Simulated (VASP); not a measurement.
The system is Yb.

```
Yb
1.0
    -1.94135    1.94135    1.94135
     1.94135   -1.94135    1.94135
     1.94135    1.94135   -1.94135
Yb
1
Direct
  0.00000 0.00000 0.00000
```

This isn't the form of Yb at room conditions, which is fcc.

Base run:

| Item | Value |
| --- | --- |
| Program | VASP 6.6.1 |
| Functional | LDA |
| Potentials or basis | VASP PAW PBE potentials, release 64 (Yb) |
| Cutoff | 520 eV |
| k mesh | 13 × 13 × 13 |
| Occupations | fermi-dirac, width 0.1 eV |
| Spin | no spin polarisation |

Its results: band gap on the k mesh zero (bands 12 and 13 overlap by 0.82 eV); pressure -0.6 GPa.

Q: The run is repeated on the same cell with these changes: k mesh from 13 × 13 × 13 to 10 × 10 × 10. What comes out?

A: Band gap on the k mesh zero (bands 12 and 13 overlap by 0.62 eV); pressure 0.3 GPa.

Caveats: the PAW data sets were made with another functional, which shifts forces and pressure a little; spin-orbit coupling is left out, which moves the levels of the heavy elements.
